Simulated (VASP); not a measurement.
Wanted: the native input for a VASP 6.6.1 run.

| Quantity | Value |
| --- | --- |
| Task | single point |
| Functional | LDA |
| Potentials or basis | VASP PAW LDA potentials, release 64 (Cu) |
| Cutoff | 520 eV |
| k mesh | 10 × 10 × 3 |
| Occupations | fermi-dirac, width 0.1 eV |
| Spin | no spin polarisation |
| Dipole correction | no |
| Further INCAR settings | ALGO = Normal; EDIFF = 1e-06; NBANDS = 30 |

The structure of Cu lies in POSCAR:

```
Cu
1.0
    2.5307640000      0.0000000000      0.0000000000
   -1.2653820000      2.1917060000      0.0000000000
    0.0000000000      0.0000000000      8.2618150000
Cu
4
Direct
    0.0000000000      0.0000000000      0.0000000000
    0.3333333333      0.6666666667      0.2500000000
    0.0000000000      0.0000000000      0.5000000000
    0.6666666667      0.3333333333      0.7500000000
```

One way to write it, as run:

INCAR

```
PREC = Accurate
ENCUT = 520
EDIFF = 1E-6
ISMEAR = -1
SIGMA = 0.1
LREAL = F
LASPH = T
NELM = 80
ALGO = Normal
ISIF = 2
LWAVE = F
LCHARG = F
GGA = CA
NBANDS = 30
```

KPOINTS

```
Automatic mesh
0
Gamma
  10 10 3
```

Potentials or basis: VASP PAW LDA potentials, release 64 (Cu).

Run with:

```console
$ cat potpaw_LDA.64/Cu/POTCAR > POTCAR
$ mpirun -np 1 vasp_std > vasp.out
```

Results of the run:

The pressure is -7.3 GPa and the band gap on the k mesh is zero (band 22 reaches 10.81 eV, above the bottom of band 23 at 5.93 eV).

Wall time 28 s on 1 thread of AMD EPYC 7R43 64-Core Processor (Zen 3), on a shared host, peak memory 0.12 GiB.
